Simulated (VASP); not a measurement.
Input of a VASP 6.6.1 run:

File INCAR:

```
ALGO     = Normal         # electronic algorithm
EDIFF    = 1E-6           # SCF threshold, eV
ENCUT    = 520            # plane-wave cutoff, eV
GGA      = CA             # functional
ISIF     = 2              # what is computed and relaxed
ISMEAR   = 0              # smearing method
LASPH    = True           # aspherical terms in the spheres
LCHARG   = True           # write CHGCAR
LELF     = True           # ELF
LREAL    = False          # projectors in reciprocal space
LVHAR    = True         
LWAVE    = False          # write WAVECAR
NBANDS   = 21             # bands
NELM     = 100            # most SCF steps
PREC     = Accurate       # precision mode
SIGMA    = 0.15           # smearing width, eV
```

Contents of KPOINTS:

```
k-points
0
Gamma
  16 16 16
```

The input POSCAR:

```
Ge
1.0
    0.0000000000      2.9669448845      2.7921918308
    2.9669448845      0.0000000000      2.7921918308
    2.9669448845      2.9669448845      0.0000000000
Ge
2
Direct
    0.5000000000      0.5000000000      0.5000000000
    0.7500000000      0.7500000000      0.7500000000
```

Potentials or basis: VASP PAW LDA potentials, release 64 (Ge_d).

Run with:

```console
$ cat potpaw_LDA.64/Ge_d/POTCAR > POTCAR
$ mpirun -np 1 vasp_std > vasp.out
```

Task: What does it give for the band gap on the k mesh?

Result: Zero (bands 14 and 15 overlap by 0.23 eV).

Task: What does it give for the pressure?

Result: -5.6 GPa.

Stress tensor (GPa, compression positive):
```
-6.82  0.00  0.00
 0.00 -6.82  0.00
 0.00  0.00 -3.18
```

Caveat: the cell stands under tension; semilocal functionals underestimate gaps, and a narrow one can read as zero.
